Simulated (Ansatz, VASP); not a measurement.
## One calculation of LaTe, two programs

The input INCAR:

```
ALGO     = Normal         # electronic algorithm
EDIFF    = 1E-7           # SCF threshold, eV
ENCUT    = 520            # plane-wave cutoff, eV
ISIF     = 2              # what is computed and relaxed
ISMEAR   = -1             # smearing method
LASPH    = True           # aspherical terms in the spheres
LCHARG   = False          # write CHGCAR
LREAL    = False          # projectors in reciprocal space
LWAVE    = False          # write WAVECAR
NBANDS   = 16             # bands
NELM     = 100            # most SCF steps
PREC     = Accurate       # precision mode
SIGMA    = 0.08           # smearing width, eV
```

The input KPOINTS:

```
k-points
0
Gamma
  10 10 10
```

POSCAR

```
LaTe
1.0
    0.0000000000      3.2110000000      3.1467800000
    3.2110000000      0.0000000000      3.1467800000
    3.2110000000      3.2110000000      0.0000000000
La Te
1 1
Direct
    0.0000000000      0.0000000000      0.0000000000
    0.5000000000      0.5000000000      0.5000000000
```

Input for Ansatz:

```yaml
crystal:
  lattice:
    - [0.0, 3.211, 3.14678]
    - [3.211, 0.0, 3.14678]
    - [3.211, 3.211, 0.0]
  atoms:
    - { symbol: La, position: [0.0, 0.0, 0.0] }
    - { symbol: Te, position: [0.5, 0.5, 0.5] }
kpoints:
  mp_grid: { grid: [10, 10, 10] }
  band_path:
    path:
      - [0.0, 0.0, 0.0]
      - [0.0, 0.5, 0.5]
      - [0.25, 0.75, 0.5]
      - [0.0, 0.5, 0.0]
      - [0.0, 0.0, 0.0]
      - [0.5, 0.5, 0.0]
      - [0.3801541025, 0.6198458975, 0.0]
      - [-0.3801541025, 0.3801541025, 0.0]
      - [0.0, 0.0, 0.0]
    npoints: 5
scf:
  occupations: { method: fermi_dirac, width: 0.08 }
hamiltonian:
  xc: lda
  pseudopotentials: { kind: all_electron, lapw: { basis_error: 0.001 } }
output:
  forces: true
  stress: true
  eigenvalues: true
```

Change from the starting cell: zz strain of -2 %.

Alike in both runs: task single point; functional LDA; k mesh 10 × 10 × 10; occupations fermi-dirac, width 0.08 eV; no spin polarisation.

|  | VASP | Ansatz |
| --- | --- | --- |
| version | VASP 6.6.1 | Ansatz 0.2.0 |
| potentials or method | VASP PAW LDA potentials, release 64 (La, Te), cutoff 520 eV | all-electron LAPW, scalar-relativistic |

|  | VASP | Ansatz | Ansatz less VASP |
| --- | --- | --- | --- |
| pressure (GPa) | -0.9 | -0.9 | -0.01 |
| traceless stress, the component that is largest in VASP (GPa) | 2.06 | 2.06 | -0.006 |

LDA's correlation is that of Perdew and Zunger in VASP and of Perdew and Wang (1992) in Ansatz. Ansatz ran all-electron here, and VASP with PAW potentials.

Neither program's run includes spin-orbit coupling.
